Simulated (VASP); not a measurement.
# Sb in VASP: density of states with PBEsol

Aim: the density of states of Sb with PBEsol.

Everything below comes from runs of VASP 6.6.1. Logs are shortened: lines on timing, memory, paths and dates and some standing lists are left out, and cuts for length are marked.

### 1 The cell of the first run

The cell holds a slab with vacuum, 1 atom: a = 3.334 Å, b = 3.334 Å, c = 16.000 Å, α = 90.00°, β = 90.00°, γ = 120.00°.

### 2 Density of states, PBEsol

Contents of POSCAR:

```
Sb
1.0
    3.3338465302      0.0000000000      0.0000000000
   -1.6669232651      2.8871957875      0.0000000000
    0.0000000000      0.0000000000     16.0000000000
Sb
1
Direct
    0.0000000000      0.0000000000      0.5000000000
```

Contents of INCAR.step1:

```
PREC = Accurate
ENCUT = 520
EDIFF = 1E-6
ISMEAR = -1
SIGMA = 0.1
LREAL = F
LASPH = T
NELM = 60
ALGO = Normal
ISIF = 2
LWAVE = F
LCHARG = T
LDIPOL = T
IDIPOL = 3
DIPOL = 0.5 0.5 0.500
GGA = PS
NBANDS = 8
```

Contents of KPOINTS.step1:

```
regular mesh
0
Gamma
  11 11 1
```

Contents of INCAR.step2:

```
PREC = Accurate
ENCUT = 520
EDIFF = 1E-6
ISMEAR = -5
SIGMA = 0.1
LREAL = F
LASPH = T
NELM = 60
ALGO = Normal
ISIF = 2
LWAVE = F
LCHARG = F
LDIPOL = T
IDIPOL = 3
DIPOL = 0.5 0.5 0.500
GGA = PS
LORBIT = 10
NEDOS = 1001
ICHARG = 11
```

Contents of KPOINTS.step2:

```
regular mesh
0
Gamma
  17 17 1
```

Potentials or basis: VASP PAW PBE potentials, release 64 (Sb).

On the command line:

```console
> cat potpaw_PBE.64/Sb/POTCAR > POTCAR
> cp INCAR.step1 INCAR
> cp KPOINTS.step1 KPOINTS
> mpirun -np 1 vasp_std > vasp.out
> cp INCAR.step2 INCAR
> cp KPOINTS.step2 KPOINTS
> mpirun -np 1 vasp_std > vasp.out
```

OUTCAR:

```text
PREC = Accurate
   ENCUT = 520
   EDIFF = 1E-6
   ISMEAR = -5
   LREAL = F
   LASPH = T
   NELM = 60
   ISIF = 2
   GGA = PS
   LORBIT = 10
   ICHARG = 11

 ion  position               nearest neighbor table
   1  0.000  0.000  0.500-

  LATTYP: Found a hexagonal cell.
 ALAT       =     3.3338465302
 C/A-ratio  =     4.7992611103

  Lattice vectors:

 A1 = (   3.3338465302,   0.0000000000,   0.0000000000)
 A2 = (  -1.6669232651,   2.8871957875,   0.0000000000)
 A3 = (   0.0000000000,   0.0000000000,  16.0000000000)

Analysis of symmetry for initial positions (statically):
=====================================================================
 Subroutine PRICEL returns:
 Original cell was already a primitive cell.

 Routine SETGRP: Setting up the symmetry group for a
 hexagonal supercell.

 Subroutine GETGRP returns: Found 24 space group operations
 (whereof 24 operations were pure point group operations)
 out of a pool of 24 trial point group operations.

The static configuration has the point symmetry D_6h.

Analysis of symmetry for dynamics (positions and initial velocities):
=====================================================================
 Subroutine PRICEL returns:
 Original cell was already a primitive cell.

 Routine SETGRP: Setting up the symmetry group for a
 hexagonal supercell.

 Subroutine GETGRP returns: Found 24 space group operations
 (whereof 24 operations were pure point group operations)
 out of a pool of 24 trial point group operations.

The dynamic configuration has the point symmetry D_6h.

 Subroutine INISYM returns: Found 24 space group operations
 (whereof 24 operations are pure point group operations),
 and found     1 'primitive' translations

----------------------------------------------------------------------------------------

                                     Primitive cell

  volume of cell :     154.0075

  direct lattice vectors                    reciprocal lattice vectors
     3.333846530  0.000000000  0.000000000     0.299953819  0.173178418  0.000000000
    -1.666923265  2.887195788  0.000000000     0.000000000  0.346356837  0.000000000
     0.000000000  0.000000000 16.000000000     0.000000000  0.000000000  0.062500000

  length of vectors
     3.333846530  3.333846530 16.000000000     0.346356837  0.346356837  0.062500000

  position of ions in fractional coordinates (direct lattice)
     0.000000000  0.000000000  0.500000000

  ion indices of the primitive-cell ions
   primitive index   ion index
                 1           1

----------------------------------------------------------------------------------------

 KPOINTS: regular mesh

Automatic generation of k-mesh.
 Grid dimensions read from file:
 generate k-points for:   17   17    1

 Generating k-lattice:

  Cartesian coordinates                     Fractional coordinates (reciprocal lattice)
     0.017644342  0.010186966  0.000000000     0.058823529  0.000000000  0.000000000
     0.000000000  0.020373932  0.000000000     0.000000000  0.058823529  0.000000000
     0.000000000  0.000000000  0.062500000     0.000000000  0.000000000  1.000000000

  Length of vectors
     0.020373932  0.020373932  0.062500000

  Shift w.r.t. Gamma in fractional coordinates (k-lattice)
     0.000000000  0.000000000  0.000000000

 TETIRR: Found    153 inequivalent tetrahedra from     1734

 Subroutine IBZKPT returns following result:
 ===========================================

 Found     33 irreducible k-points:

 Following reciprocal coordinates:
            Coordinates               Weight
  0.000000  0.000000  0.000000      1.000000
  0.058824  0.000000  0.000000      6.000000
  0.117647  0.000000  0.000000      6.000000
  0.176471  0.000000  0.000000      6.000000
  0.235294  0.000000  0.000000      6.000000
  0.294118  0.000000  0.000000      6.000000
[... 16 lines left out ...]
  0.411765  0.117647  0.000000     12.000000
  0.176471  0.176471  0.000000      6.000000
 [... further k-points ...]
   k-points           NKPTS =     33   k-points in BZ     NKDIM =     33   number of bands    NBANDS=      6
   number of dos      NEDOS =   1001   number of ions     NIONS =      1
   total plane-waves  NPLWV =  94080
   dimension x,y,z NGX =    28 NGY =   28 NGZ =  120
   dimension x,y,z NGXF=    56 NGYF=   56 NGZF=  240
   ions per type =               1
   NGX,Y,Z   is equivalent  to a cutoff of  13.96, 13.96, 12.47 a.u.
   NGXF,Y,Z  is equivalent  to a cutoff of  27.93, 27.93, 24.94 a.u.
 SYSTEM =  unknown system
   PREC   = accura    normal or accurate (medium, high low for compatibility)
   ISTART =      0    job   : 0-new  1-cont  2-samecut
   ICHARG =     11    charge: 1-file 2-atom 10-const
   ISPIN  =      1    spin polarized calculation?
   LNONCOLLINEAR =      F non collinear calculations
   LSORBIT =      F    spin-orbit coupling
   LASPH  =      T    aspherical Exc in radial PAW
   ENCUT  =  520.0 eV  38.22 Ry    6.18 a.u.   6.20  6.20 29.75*2*pi/ulx,y,z
   NELM   =     60;   NELMIN=  2; NELMDL=  0     # of ELM steps
   EDIFF  = 0.1E-05   stopping-criterion for ELM
   LREAL  =      F    real-space projection
   EDIFFG = 0.1E-04   stopping-criterion for IOM
   NSW    =      0    number of steps for IOM
   IBRION =     -1    ionic relax: 0-MD 1-quasi-New 2-CG
   NFREE  =      0    steps in history (QN), initial steepest desc. (CG)
   ISIF   =      2    stress and relaxation
   ISYM   =      2    0-nonsym 1-usesym 2-fastsym
   POTIM  = 0.5000    time-step for ionic-motion
   TEBEG  =    0.0;   TEEND  =   0.0 temperature during run
   PSTRESS=    0.0 pullay stress
   NELECT =       5.0000    total number of electrons
   NUPDOWN=      -1.0000    fix difference up-down
   EMIN   =  10.00;   EMAX   =-10.00  energy-range for DOS
   EFERMI =   0.00;   METHOD = LEGACY
   ISMEAR =    -5;   SIGMA  =   0.10  broadening in eV -4-tet -1-fermi 0-gaus
   EFERMI_NEDOS =   21; number of points for ismear=-14 and -15
   IALGO  =     38    algorithm
   IMIX   =      4    mixing-type and parameters
     AMIX     =   0.40;   BMIX     =  1.00
     AMIX_MAG =   1.60;   BMIX_MAG =  1.00
  volume/ion in A,a.u.               =     154.01      1039.29
  Fermi-wavevector in a.u.,A,eV,Ry     =   0.522257  0.986923  3.711021  0.272752
  Thomas-Fermi vector in A             =   1.540976
   LORBIT       =     10    0 simple, 1 ext, 2 COOP (PROOUT), +10 PAW based schemes
   GGA     = PS    functional components
   LHFCALC =     F    Hartree Fock is set to
   AEXX    =    0.0000 exact exchange contribution
   IVDW    =     0    specifies the selected vdW correction
   LEPSILON=     F    determine dielectric tensor
   LRPA    =     F    only Hartree local field effects (RPA)
 non-spin polarized calculation
 Fermi weights with tetrahedron method with Bloechl corrections
  energy-cutoff  :      520.00
  volume of cell :      154.01
 maximum number of plane-waves:      4175
 NGX is ok and might be reduce to    28

 number of electron       5.0000001 magnetization

 dipolmoment           0.000000      0.000000     -0.000000 electrons x Angstroem

 Free energy of the ion-electron system (eV)
  ---------------------------------------------------
  ext. energy  EPLUGINS =         0.00000000
  ---------------------------------------------------
  free energy    TOTEN  =        -3.62019111 eV

  energy without entropy =       -3.62019111  energy(sigma->0) =       -3.62019111

 E-fermi :  -2.5456     XC(G=0):  -2.7658

 val. band max:       -2.6105422990   @ k =   0.4118   0.1765   0.0000
 cond. band min:      -2.5203228893   @ k =   0.3529   0.1765   0.0000
 fundamental gap:      0.0902194097
 Fermi energy:        -2.5456462652

 k-point     1 :       0.0000    0.0000    0.0000
  band No.  band energies     occupation
      1     -13.3700      2.00000
      2      -4.9010      2.00000
      3       1.0230      0.00000
      4       2.2276      0.00000
      5       2.6005      0.00000
      6       2.8029      0.00000

 k-point     2 :       0.0588    0.0000    0.0000
  band No.  band energies     occupation
      1     -13.3101      2.00000
      2      -4.8417      2.00000
      3       1.0841      0.00000
      4       2.2583      0.00000
      5       2.2885      0.00000
      6       2.6627      0.00000

 k-point     3 :       0.1176    0.0000    0.0000
  band No.  band energies     occupation
      1     -13.1313      2.00000
      2      -4.6651      2.00000
      3       1.0117      0.00000
      4       1.2679      0.00000
      5       2.2414      0.00000
      6       2.4703      0.00000

 k-point     4 :       0.1765    0.0000    0.0000
  band No.  band energies     occupation
      1     -12.8358      2.00000
      2      -4.3758      2.00000
      3      -0.4714      0.00000
      4       1.5733      0.00000
      5       1.7319      0.00000
      6       2.7700      0.00000

 k-point     5 :       0.2353    0.0000    0.0000
  band No.  band energies     occupation
      1     -12.4289      2.00000
      2      -3.9830      2.00000
      3      -1.9816      0.09754
      4       1.2183      0.00000
      5       2.0013      0.00000
      6       3.1766      0.00000
[... 136 lines left out ...]
 k-point    21 :       0.2941    0.1176    0.0000
  band No.  band energies     occupation
      1     -11.1845      2.00000
      2      -4.6192      2.00000
      3      -2.8264      2.03236
      4      -1.0255      0.00000
      5       3.4072      0.00000
      6       3.6978      0.00000

 k-point    22 :       0.3529    0.1176    0.0000
  band No.  band energies     occupation
      1     -10.6099      2.00000
      2      -5.6438      2.00000
      3      -2.3295      0.06468
      4      -1.3211      0.00000
      5       3.0028      0.00000
      6       4.2001      0.00000

 k-point    23 :       0.4118    0.1176    0.0000
  band No.  band energies     occupation
      1     -10.1962      2.00000
      2      -6.2878      2.00000
      3      -1.9963     -0.10955
      4      -1.4680      0.00000
      5       2.5108      0.00000
      6       5.1052      0.00000

 k-point    24 :       0.1765    0.1765    0.0000
  band No.  band energies     occupation
      1     -11.8094      2.00000
      2      -3.3952      2.00000
      3      -3.0448      1.94613
      4      -0.9746      0.00000
      5       2.6739      0.00000
      6       3.7542      0.00000

 [... further k-points ...]

------------------------ aborting loop because EDIFF is reached ----------------------------------------

 vacuum level on the upper side and lower side of the slab       (xc-potential included)        -0.053        -0.053

  FORCE on cell =-STRESS in cart. coord.  units (eV):
  Direction    XX          YY          ZZ          XY          YZ          ZX
  --------------------------------------------------------------------------------------
  -------------------------------------------------------------------------------------
  Total       -2.4016485     -2.4016485     -0.0571986      0.0000000      0.0000000      0.0000000
  in kB      -24.9849340    -24.9849340     -0.5950508      0.0000000      0.0000000      0.0000000
  external PRESSURE =     -16.8549729 kB  Pullay stress =       0.0000000 kB

 VOLUME and BASIS-vectors are now :
 -----------------------------------------------------------------------------
  energy-cutoff  :      520.00
  volume of cell :      154.01
      direct lattice vectors                 reciprocal lattice vectors
     3.333846530  0.000000000  0.000000000     0.299953819  0.173178418  0.000000000
    -1.666923265  2.887195788  0.000000000     0.000000000  0.346356837  0.000000000
     0.000000000  0.000000000 16.000000000     0.000000000  0.000000000  0.062500000

 POSITION                                       TOTAL-FORCE (eV/Angst)
 -----------------------------------------------------------------------------------
      0.00000      0.00000      8.00000        -0.000000      0.000000      0.000000
 -----------------------------------------------------------------------------------
    total drift:                                0.000000      0.000000     -0.000000

  FREE ENERGIE OF THE ION-ELECTRON SYSTEM (eV)
  ---------------------------------------------------
  free  energy   TOTEN  =        -3.6201911127 eV

  energy  without entropy=       -3.6201911127  energy(sigma->0) =       -3.62019111

 vacuum level on the upper side and lower side of the slab         2.239         2.239

 total charge

# of ion       s       p       d       tot
------------------------------------------
    1        1.249   1.016   0.020   2.285
```

Run time: 83 s. Hardware: 1 thread of Intel Xeon 8259CL, shared host; peak memory 0.28 GiB.

Results:

```yaml
Valence_electrons_inside_the_program's_atomic_spheres: Sb 2.29
```

Caveat: the PAW data sets were made with another functional, which shifts forces and pressure a little; spin-orbit coupling is left out, which moves the levels of the heavy elements; tetrahedron occupations give inexact forces and stress in metals.
